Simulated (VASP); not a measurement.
# HfC (Fm-3m) in VASP: a series of runs

Runs on HfC. Level: PBE. Tasks: single point.

Program: VASP 6.6.1. These are calculated values, not measurements. Logs are shortened: lines on timing, memory, paths and dates and some standing lists are left out, and cuts for length are marked.

### Step 1. The cell of the first run

The structure is cubic, space group Fm-3m (No. 225). Conventional cell: a = 4.681 Å, b = 4.681 Å, c = 4.681 Å, α = 90.00°, β = 90.00°, γ = 90.00°. Hf (site symmetry m-3m) has 6 C at 2.34 Å within 3.1 Å. Within 3.1 Å of C (site symmetry m-3m) lie 6 Hf at 2.34 Å.

### Step 2. Single point, PBE (12.82 Å³/atom)

File INCAR:

```
PREC     = Accurate       # precision mode
ENCUT    = 520            # plane-wave cutoff, eV
EDIFF    = 1E-6           # SCF threshold, eV
ISMEAR   = -1             # smearing method
SIGMA    = 0.05           # smearing width, eV
LREAL    = F              # projectors in reciprocal space
LASPH    = T              # aspherical terms in the spheres
NELM     = 100            # most SCF steps
ALGO     = Normal         # electronic algorithm
ISIF     = 2              # what is computed and relaxed
LWAVE    = F              # write WAVECAR
LCHARG   = F              # write CHGCAR
GGA      = PE             # functional
NBANDS   = 14             # bands
```

File KPOINTS:

```
regular mesh
0
Gamma
  15 15 15
```

File POSCAR:

```
HfC
1.0
    0.0000000000      2.3403977997      2.3403977997
    2.3403977997      0.0000000000      2.3403977997
    2.3403977997      2.3403977997      0.0000000000
Hf C
1 1
Direct
    0.5000000000      0.5000000000      0.5000000000
    0.0000000000      0.0000000000      0.0000000000
```

Potentials or basis: VASP PAW PBE potentials, release 64 (Hf_pv, C).

Launch:

```
cat potpaw_PBE.64/Hf_pv/POTCAR potpaw_PBE.64/C/POTCAR > POTCAR
mpirun -np 1 vasp_std > vasp.out
```

OUTCAR:

```text
PREC = Accurate
   ENCUT = 520
   EDIFF = 1E-6
   ISMEAR = -1
   LREAL = F
   LASPH = T
   NELM = 100
   ISIF = 2
   GGA = PE

 ion  position               nearest neighbor table
   1  0.500  0.500  0.500-   2 2.34   2 2.34   2 2.34   2 2.34   2 2.34   2 2.34
   2  0.000  0.000  0.000-   1 2.34   1 2.34   1 2.34   1 2.34   1 2.34   1 2.34

  LATTYP: Found a face centered cubic cell.
 ALAT       =     4.6807955994

  Lattice vectors:

 A1 = (   0.0000000000,   2.3403977997,   2.3403977997)
 A2 = (   2.3403977997,   0.0000000000,   2.3403977997)
 A3 = (   2.3403977997,   2.3403977997,   0.0000000000)

Analysis of symmetry for initial positions (statically):
=====================================================================
 Subroutine PRICEL returns:
 Original cell was already a primitive cell.

 Routine SETGRP: Setting up the symmetry group for a
 face centered cubic supercell.

 Subroutine GETGRP returns: Found 48 space group operations
 (whereof 48 operations were pure point group operations)
 out of a pool of 48 trial point group operations.

The static configuration has the point symmetry O_h .

Analysis of symmetry for dynamics (positions and initial velocities):
=====================================================================
 Subroutine PRICEL returns:
 Original cell was already a primitive cell.

 Routine SETGRP: Setting up the symmetry group for a
 face centered cubic supercell.

 Subroutine GETGRP returns: Found 48 space group operations
 (whereof 48 operations were pure point group operations)
 out of a pool of 48 trial point group operations.

The dynamic configuration has the point symmetry O_h .

 Subroutine INISYM returns: Found 48 space group operations
 (whereof 48 operations are pure point group operations),
 and found     1 'primitive' translations

----------------------------------------------------------------------------------------

                                     Primitive cell

  volume of cell :      25.6389

  direct lattice vectors                    reciprocal lattice vectors
     0.000000000  2.340397800  2.340397800    -0.213638895  0.213638895  0.213638895
     2.340397800  0.000000000  2.340397800     0.213638895 -0.213638895  0.213638895
     2.340397800  2.340397800  0.000000000     0.213638895  0.213638895 -0.213638895

  length of vectors
     3.309822310  3.309822310  3.309822310     0.370033421  0.370033421  0.370033421

  position of ions in fractional coordinates (direct lattice)
     0.500000000  0.500000000  0.500000000
     0.000000000  0.000000000  0.000000000

  ion indices of the primitive-cell ions
   primitive index   ion index
                 1           1
                 2           2

----------------------------------------------------------------------------------------

 KPOINTS: regular mesh

Automatic generation of k-mesh.
 Grid dimensions read from file:
 generate k-points for:   15   15   15

 Generating k-lattice:

  Cartesian coordinates                     Fractional coordinates (reciprocal lattice)
    -0.014242593  0.014242593  0.014242593     0.066666667  0.000000000  0.000000000
     0.014242593 -0.014242593  0.014242593     0.000000000  0.066666667  0.000000000
     0.014242593  0.014242593 -0.014242593     0.000000000  0.000000000  0.066666667

  Length of vectors
     0.024668895  0.024668895  0.024668895

  Shift w.r.t. Gamma in fractional coordinates (k-lattice)
     0.000000000  0.000000000  0.000000000

 Subroutine IBZKPT returns following result:
 ===========================================

 Found    120 irreducible k-points:

 Following reciprocal coordinates:
            Coordinates               Weight
  0.000000  0.000000  0.000000      1.000000
  0.066667  0.000000  0.000000      8.000000
  0.133333  0.000000  0.000000      8.000000
  0.200000  0.000000  0.000000      8.000000
  0.266667  0.000000  0.000000      8.000000
  0.333333  0.000000  0.000000      8.000000
[... 16 lines left out ...]
  0.133333  0.133333  0.000000      6.000000
  0.200000  0.133333  0.000000     24.000000
 [... further k-points ...]
   k-points           NKPTS =    120   k-points in BZ     NKDIM =    120   number of bands    NBANDS=     14
   number of dos      NEDOS =    301   number of ions     NIONS =      2
   total plane-waves  NPLWV =  21952
   dimension x,y,z NGX =    28 NGY =   28 NGZ =   28
   dimension x,y,z NGXF=    56 NGYF=   56 NGZF=   56
   ions per type =               1   1
   NGX,Y,Z   is equivalent  to a cutoff of  14.06, 14.06, 14.06 a.u.
   NGXF,Y,Z  is equivalent  to a cutoff of  28.13, 28.13, 28.13 a.u.
 SYSTEM =  unknown system
   PREC   = accura    normal or accurate (medium, high low for compatibility)
   ISTART =      0    job   : 0-new  1-cont  2-samecut
   ICHARG =      2    charge: 1-file 2-atom 10-const
   ISPIN  =      1    spin polarized calculation?
   LNONCOLLINEAR =      F non collinear calculations
   LSORBIT =      F    spin-orbit coupling
   LASPH  =      T    aspherical Exc in radial PAW
   ENCUT  =  520.0 eV  38.22 Ry    6.18 a.u.   6.15  6.15  6.15*2*pi/ulx,y,z
   NELM   =    100;   NELMIN=  2; NELMDL= -5     # of ELM steps
   EDIFF  = 0.1E-05   stopping-criterion for ELM
   LREAL  =      F    real-space projection
   EDIFFG = 0.1E-04   stopping-criterion for IOM
   NSW    =      0    number of steps for IOM
   IBRION =     -1    ionic relax: 0-MD 1-quasi-New 2-CG
   NFREE  =      0    steps in history (QN), initial steepest desc. (CG)
   ISIF   =      2    stress and relaxation
   ISYM   =      2    0-nonsym 1-usesym 2-fastsym
   POTIM  = 0.5000    time-step for ionic-motion
   TEBEG  =    0.0;   TEEND  =   0.0 temperature during run
   PSTRESS=    0.0 pullay stress
   NELECT =      14.0000    total number of electrons
   NUPDOWN=      -1.0000    fix difference up-down
   EMIN   =  10.00;   EMAX   =-10.00  energy-range for DOS
   EFERMI =   0.00;   METHOD = LEGACY
   ISMEAR =    -1;   SIGMA  =   0.05  broadening in eV -4-tet -1-fermi 0-gaus
   EFERMI_NEDOS =   21; number of points for ismear=-14 and -15
   IALGO  =     38    algorithm
   IMIX   =      4    mixing-type and parameters
     AMIX     =   0.40;   BMIX     =  1.00
     AMIX_MAG =   1.60;   BMIX_MAG =  1.00
  volume/ion in A,a.u.               =      12.82        86.51
  Fermi-wavevector in a.u.,A,eV,Ry     =   1.338087  2.528619 24.360932  1.790478
  Thomas-Fermi vector in A             =   2.466585
   LORBIT       =      0    0 simple, 1 ext, 2 COOP (PROOUT), +10 PAW based schemes
   GGA     = PE    functional components
   LHFCALC =     F    Hartree Fock is set to
   AEXX    =    0.0000 exact exchange contribution
   IVDW    =     0    specifies the selected vdW correction
   LEPSILON=     F    determine dielectric tensor
   LRPA    =     F    only Hartree local field effects (RPA)
 non-spin polarized calculation
  energy-cutoff  :      520.00
  volume of cell :       25.64
 maximum number of plane-waves:       701
 NGX is ok and might be reduce to    28
   NGX = 13   NGY = 13   NGZ = 13

 number of electron      14.0000001 magnetization

 Free energy of the ion-electron system (eV)
  ---------------------------------------------------
  ext. energy  EPLUGINS =         0.00000000
  ---------------------------------------------------
  free energy    TOTEN  =       -21.03781617 eV

  energy without entropy =      -21.03467629  energy(sigma->0) =      -21.03624623

 E-fermi :   5.7726     XC(G=0): -12.1876

 val. band max:        5.7704673088   @ k =  -0.0667   0.0667   0.0000
 cond. band min:       5.7874892886   @ k =   0.4667   0.4000   0.0000
 fundamental gap:      0.0170219798
 Fermi energy:         5.7725713829

 k-point     1 :       0.0000    0.0000    0.0000
  band No.  band energies     occupation
      1     -23.8667      2.00000
      2     -23.8667      2.00000
      3     -23.8667      2.00000
      4      -6.4067      2.00000
      5       6.7918      0.00000
      6       6.7918      0.00000
      7       6.7918      0.00000
      8       7.1862      0.00000
      9       7.1862      0.00000
     10       7.1862      0.00000
     11       9.1305      0.00000
     12       9.1305      0.00000
     13      12.3975      0.00000
     14      16.7449      0.00000

 k-point     2 :       0.0667    0.0000    0.0000
  band No.  band energies     occupation
      1     -23.8956      2.00000
      2     -23.8696      2.00000
      3     -23.8696      2.00000
      4      -6.2981      2.00000
      5       5.9938      0.02368
      6       6.2424      0.00017
      7       6.2424      0.00017
      8       7.4191      0.00000
      9       7.4191      0.00000
     10       7.7000      0.00000
     11       9.6733      0.00000
     12       9.6733      0.00000
     13      12.6577      0.00000
     14      17.0531      0.00000

 k-point     3 :       0.1333    0.0000    0.0000
  band No.  band energies     occupation
      1     -23.9760      2.00000
      2     -23.8775      2.00000
      3     -23.8775      2.00000
      4      -5.9822      2.00000
      5       4.8626      2.00000
      6       5.4030      1.99877
      7       5.4030      1.99877
      8       7.7841      0.00000
      9       7.7841      0.00000
     10       8.1196      0.00000
     11      10.8144      0.00000
     12      10.8144      0.00000
     13      13.3180      0.00000
     14      17.8967      0.00000
[... 324 lines left out ...]
 k-point    23 :       0.1333    0.1333    0.0000
  band No.  band energies     occupation
      1     -23.9685      2.00000
      2     -23.9026      2.00000
      3     -23.9026      2.00000
      4      -5.8664      2.00000
      5       4.1205      2.00000
      6       5.7400      1.31449
      7       5.7400      1.31449
      8       6.4548      0.00000
      9       9.0411      0.00000
     10       9.0411      0.00000
     11       9.3910      0.00000
     12      11.2173      0.00000
     13      14.1396      0.00000
     14      18.2651      0.00000

 k-point    24 :       0.2000    0.1333    0.0000
  band No.  band energies     occupation
      1     -24.0435      2.00000
      2     -23.9202      2.00000
      3     -23.9136      2.00000
      4      -5.5341      2.00000
      5       3.3780      2.00000
      6       5.1238      2.00000
      7       5.3806      1.99921
      8       6.5725      0.00000
      9       9.2300      0.00000
     10       9.5246      0.00000
     11      10.2610      0.00000
     12      11.8698      0.00000
     13      15.0607      0.00000
     14      19.1381      0.00000

 [... further k-points ...]

------------------------ aborting loop because EDIFF is reached ----------------------------------------

  FORCE on cell =-STRESS in cart. coord.  units (eV):
  Direction    XX          YY          ZZ          XY          YZ          ZX
  --------------------------------------------------------------------------------------
  -------------------------------------------------------------------------------------
  Total       -0.7967615     -0.7967615     -0.7967615     -0.0000000     -0.0000000      0.0000000
  in kB      -49.7897419    -49.7897419    -49.7897419     -0.0000000     -0.0000000      0.0000000
  external PRESSURE =     -49.7897419 kB  Pullay stress =       0.0000000 kB

 VOLUME and BASIS-vectors are now :
 -----------------------------------------------------------------------------
  energy-cutoff  :      520.00
  volume of cell :       25.64
      direct lattice vectors                 reciprocal lattice vectors
     0.000000000  2.340397800  2.340397800    -0.213638895  0.213638895  0.213638895
     2.340397800  0.000000000  2.340397800     0.213638895 -0.213638895  0.213638895
     2.340397800  2.340397800  0.000000000     0.213638895  0.213638895 -0.213638895

 POSITION                                       TOTAL-FORCE (eV/Angst)
 -----------------------------------------------------------------------------------
      2.34040      2.34040      2.34040        -0.000000     -0.000000     -0.000000
      0.00000      0.00000      0.00000         0.000000      0.000000      0.000000
 -----------------------------------------------------------------------------------
    total drift:                                0.000000      0.000000      0.000000

  FREE ENERGIE OF THE ION-ELECTRON SYSTEM (eV)
  ---------------------------------------------------
  free  energy   TOTEN  =       -21.0378161670 eV

  energy  without entropy=      -21.0346762932  energy(sigma->0) =      -21.03624623
```

It took 84 s on 1 thread of Intel Xeon 8259CL, shared host; peak memory 0.19 GiB.

Results:

```yaml
Free_energy: -21.0378 eV
Pressure: -5.0 GPa
Band_gap_on_the_k_mesh: zero (bands 7 and 8 overlap by 1.41 eV)
```

Caveat: the cell stands under tension; spin-orbit coupling is left out, which moves the levels of the heavy elements.

### Step 3. Single point, PBE (13.07 Å³/atom)

This run uses another cell than the first one, of 13.07 Å³/atom.

File INCAR:

```
PREC = Accurate ; ENCUT = 520
EDIFF = 1E-6 ; ISMEAR = -1
SIGMA = 0.05 ; LREAL = F
LASPH = T ; NELM = 80
ALGO = Normal ; ISIF = 2
LWAVE = F ; LCHARG = F
GGA = PE ; NBANDS = 14
```

File KPOINTS:

```
Automatic mesh
0
Gamma
  15 15 15
```

File POSCAR:

```
HfC
1.0
    0.0000000000      2.3555956139      2.3555956139
    2.3555956139      0.0000000000      2.3555956139
    2.3555956139      2.3555956139      0.0000000000
Hf C
1 1
Direct
    0.5000000000      0.5000000000      0.5000000000
    0.0000000000      0.0000000000      0.0000000000
```

Potentials or basis: VASP PAW PBE potentials, release 64 (Hf_pv, C).

Launch:

```
cat potpaw_PBE.64/Hf_pv/POTCAR potpaw_PBE.64/C/POTCAR > POTCAR
mpirun -np 1 vasp_std > vasp.out
```

OUTCAR:

```text
PREC = Accurate
   ENCUT = 520
   EDIFF = 1E-6
   ISMEAR = -1
   LREAL = F
   LASPH = T
   NELM = 80
   ISIF = 2
   GGA = PE

 ion  position               nearest neighbor table
   1  0.500  0.500  0.500-   2 2.36   2 2.36   2 2.36   2 2.36   2 2.36   2 2.36
   2  0.000  0.000  0.000-   1 2.36   1 2.36   1 2.36   1 2.36   1 2.36   1 2.36

  LATTYP: Found a face centered cubic cell.
 ALAT       =     4.7111912278

  Lattice vectors:

 A1 = (   0.0000000000,   2.3555956139,   2.3555956139)
 A2 = (   2.3555956139,   0.0000000000,   2.3555956139)
 A3 = (   2.3555956139,   2.3555956139,   0.0000000000)

Analysis of symmetry for initial positions (statically):
=====================================================================
 Subroutine PRICEL returns:
 Original cell was already a primitive cell.

 Routine SETGRP: Setting up the symmetry group for a
 face centered cubic supercell.

 Subroutine GETGRP returns: Found 48 space group operations
 (whereof 48 operations were pure point group operations)
 out of a pool of 48 trial point group operations.

The static configuration has the point symmetry O_h .

[... 175 lines left out ...]
      7       6.6354      0.00000
      8       7.0315      0.00000
      9       7.0315      0.00000
     10       7.0315      0.00000
     11       8.9229      0.00000
     12       8.9229      0.00000
     13      12.0261      0.00000
     14      16.5417      0.00000
[... 377 lines left out ...]
      1     -24.2716      2.00000
      2     -24.1579      2.00000
      3     -24.1517      2.00000
      4      -5.6070      2.00000
      5       3.2727      2.00000
      6       4.9958      1.99999
      7       5.2455      1.99906
      8       6.4321      0.00000
      9       9.0247      0.00000
     10       9.3140      0.00000
     11      10.0320      0.00000
     12      11.5601      0.00000
     13      14.7107      0.00000
     14      18.8720      0.00000

 [... further k-points ...]

------------------------ aborting loop because EDIFF is reached ----------------------------------------

  FORCE on cell =-STRESS in cart. coord.  units (eV):
  Direction    XX          YY          ZZ          XY          YZ          ZX
  --------------------------------------------------------------------------------------
  -------------------------------------------------------------------------------------
  Total       -1.4797989     -1.4797989     -1.4797989      0.0000000      0.0000000      0.0000000
  in kB      -90.6945278    -90.6945278    -90.6945278      0.0000000      0.0000000      0.0000000
  external PRESSURE =     -90.6945278 kB  Pullay stress =       0.0000000 kB

 VOLUME and BASIS-vectors are now :
 -----------------------------------------------------------------------------
  energy-cutoff  :      520.00
  volume of cell :       26.14
      direct lattice vectors                 reciprocal lattice vectors
     0.000000000  2.355595614  2.355595614    -0.212260541  0.212260541  0.212260541
     2.355595614  0.000000000  2.355595614     0.212260541 -0.212260541  0.212260541
     2.355595614  2.355595614  0.000000000     0.212260541  0.212260541 -0.212260541

 POSITION                                       TOTAL-FORCE (eV/Angst)
 -----------------------------------------------------------------------------------
      2.35560      2.35560      2.35560        -0.000000     -0.000000     -0.000000
      0.00000      0.00000      0.00000         0.000000      0.000000      0.000000
 -----------------------------------------------------------------------------------
    total drift:                                0.000000      0.000000      0.000000

  FREE ENERGIE OF THE ION-ELECTRON SYSTEM (eV)
  ---------------------------------------------------
  free  energy   TOTEN  =       -21.0158442136 eV

  energy  without entropy=      -21.0127147133  energy(sigma->0) =      -21.01427946
```

OSZICAR:

```text
N       E                     dE             d eps       ncg     rms          rms(c)
DAV:   1     0.224845689099E+02    0.22485E+02   -0.76992E+03  3392   0.977E+02
DAV:   2    -0.226951396444E+02   -0.45180E+02   -0.42243E+02  4382   0.197E+02
DAV:   3    -0.242343563424E+02   -0.15392E+01   -0.15340E+01  4086   0.264E+01
DAV:   4    -0.242416308634E+02   -0.72745E-02   -0.72740E-02  3938   0.225E+00
DAV:   5    -0.242416782185E+02   -0.47355E-04   -0.47354E-04  4056   0.163E-01    0.530E+01
DAV:   6    -0.211037591582E+02    0.31379E+01   -0.12319E+01  3624   0.182E+01    0.387E+01
DAV:   7    -0.210344840135E+02    0.69275E-01   -0.58254E-01  4176   0.528E+00    0.246E+01
DAV:   8    -0.210245179564E+02    0.99661E-02   -0.95754E-02  3858   0.245E+00    0.720E+00
DAV:   9    -0.210160774544E+02    0.84405E-02   -0.27498E-02  3810   0.102E+00    0.214E+00
DAV:  10    -0.210158488240E+02    0.22863E-03   -0.15061E-03  4250   0.286E-01    0.665E-02
DAV:  11    -0.210158445447E+02    0.42793E-05   -0.80003E-05  3906   0.729E-02    0.159E-02
DAV:  12    -0.210158442136E+02    0.33105E-06   -0.36765E-06  4248   0.164E-02
   1 F= -.21015844E+02 E0= -.21014279E+02  d E =-.312950E-02
```

It took 78 s on 1 thread of Intel Xeon 8259CL, shared host; peak memory 0.19 GiB.

What came out:

| Property | Result |
| --- | --- |
| Free energy | -21.0158 eV |
| Pressure | -9.1 GPa |
| Band gap on the k mesh | zero (bands 7 and 8 overlap by 1.40 eV) |

Caveat: the cell stands under tension; spin-orbit coupling is left out, which moves the levels of the heavy elements.
